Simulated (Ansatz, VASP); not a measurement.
## Two plane-wave programs on TePb

Contents of INCAR:

```
ALGO = Normal
EDIFF = 1E-6
ENCUT = 500
GGA = PS
GGA_COMPAT = F
ISIF = 2
ISMEAR = 0
LASPH = T
LCHARG = T
LELF = T
LREAL = F
LVHAR = T
LWAVE = F
NBANDS = 17
NELM = 120
PREC = Accurate
SIGMA = 0.05
```

Contents of KPOINTS:

```
k-points
0
Gamma
  8 8 8
```

POSCAR

```
TePb
1.0
    0.0000000000      3.2270000000      3.2270000000
    3.2270000000      0.0000000000      3.2270000000
    3.2270000000      3.2270000000      0.0000000000
Te Pb
1 1
Direct
    0.5000000000      0.5000000000      0.5000000000
    0.0000000000     -0.1859312055      0.0000000000
```

Input for Ansatz:

```yaml
crystal:
  lattice:
    - [0.0, 3.227, 3.227]
    - [3.227, 0.0, 3.227]
    - [3.227, 3.227, 0.0]
  atoms:
    - { symbol: Te, position: [0.5, 0.5, 0.5] }
    - { symbol: Pb, position: [0.0, -0.1859312055, 0.0] }
basis:
  ecutwfc: 420
kpoints:
  mp_grid: { grid: [8, 8, 8] }
hamiltonian:
  xc: pbesol
scf:
  occupations: { method: gaussian, width: 0.05 }
output:
  forces: true
  stress: true
  eigenvalues: true
```

Alike in both runs: task single point; functional PBEsol; k mesh 8 × 8 × 8; occupations gaussian, width 0.05 eV; no spin polarisation.

```csv
,VASP,Ansatz
version,VASP 6.6.1,Ansatz 0.2.0
potentials or method,"VASP PAW PBE potentials, release 64 (Te, Pb_d), cutoff 500 eV","scalar-relativistic, plane waves, PAW"
valence electrons in the cell,20,30
```

VASP gave:

| Item | Value |
| --- | --- |
| gap on the k mesh at the Fermi level (eV) | 0.57 |
| least direct gap on the mesh (eV) | 0.57 |
| pressure (GPa) | 8.7 |
| traceless stress, the component that is largest in VASP (GPa) | -9.72 |
| rms of the force components (eV/Å) | 1.809 |

**Question.** What did Ansatz give for the same quantities?

**Answer.** gap on the k mesh at the Fermi level (eV): 0.58; least direct gap on the mesh (eV): 0.58; pressure (GPa): 8.7; traceless stress, the component that is largest in VASP (GPa): -9.66; rms of the force components (eV/Å): 1.801.

VASP's potentials were made for PBE, not for PBEsol. Atom by atom the forces differ by 0.007 eV/Å (rms over components). The functional is the same, so the differences come from potentials, cutoffs and numerics. VASP's potentials hold 20 valence electrons a cell and Ansatz's 30, so a difference there can come from the potentials and not from the codes.

Spin-orbit coupling is off throughout.
